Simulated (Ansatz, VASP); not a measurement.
# One calculation of SiC, two programs

The input INCAR:

```
  PREC = Accurate
  ENCUT = 520
  EDIFF = 1E-6
  ISMEAR = -1
  SIGMA = 0.05
  LREAL = False
  LASPH = True
  NELM = 80
  ALGO = Normal
  ISIF = 2
  LWAVE = False
  LCHARG = True
  GGA = PE
  LELF = True
  LVHAR = True
  NBANDS = 11
```

The input KPOINTS:

```
regular mesh
0
Gamma
  15 15 15
```

The input POSCAR:

```
SiC
1.0
    0.0000000000      2.1898574282      2.1898574282
    2.1898574282      0.0000000000      2.1898574282
    2.1898574282      2.1898574282      0.0000000000
Si C
1 1
Direct
    0.0000000000      0.0000000000      0.0000000000
    0.2500000000      0.2500000000      0.2500000000
```

Input for Ansatz:

```yaml
crystal:
  lattice:
    - [0.0, 2.1898574282, 2.1898574282]
    - [2.1898574282, 0.0, 2.1898574282]
    - [2.1898574282, 2.1898574282, 0.0]
  atoms:
    - { symbol: Si, position: [0.0, 0.0, 0.0] }
    - { symbol: C, position: [0.25, 0.25, 0.25] }
kpoints:
  mp_grid: { grid: [15, 15, 15] }
  band_path:
    path:
      - [0.0, 0.0, 0.0]
      - [-0.5, -0.5, 0.0]
      - [-0.375, -0.375, 0.25]
      - [-0.375, 0.0, 0.375]
      - [0.0, 0.0, 0.0]
      - [0.0, 0.0, 0.5]
      - [-0.5, -0.25, 0.25]
      - [-0.5, -0.5, 0.0]
    npoints: 14
scf:
  occupations: { method: fermi_dirac, width: 0.05 }
hamiltonian:
  xc: pbe
  pseudopotentials: { kind: all_electron, lapw: { basis_error: 0.001 } }
output:
  forces: true
  stress: true
  eigenvalues: true
  populations: true
  dos: { projected: true, de: 0.2, e_range: [-14, 8] }
```

Alike in both runs: task single point; functional PBE; k mesh 15 × 15 × 15; occupations fermi-dirac, width 0.05 eV; no spin polarisation.

|  | VASP | Ansatz |
| --- | --- | --- |
| version | VASP 6.6.1 | Ansatz 0.2.0 |
| potentials or method | VASP PAW PBE potentials, release 64 (Si, C), cutoff 520 eV | all-electron LAPW, scalar-relativistic |

|  | VASP | Ansatz | Ansatz less VASP |
| --- | --- | --- | --- |
| pressure (GPa) | 0.0 | 0.0 | +0.07 |

Ansatz ran all-electron here, and VASP with PAW potentials.
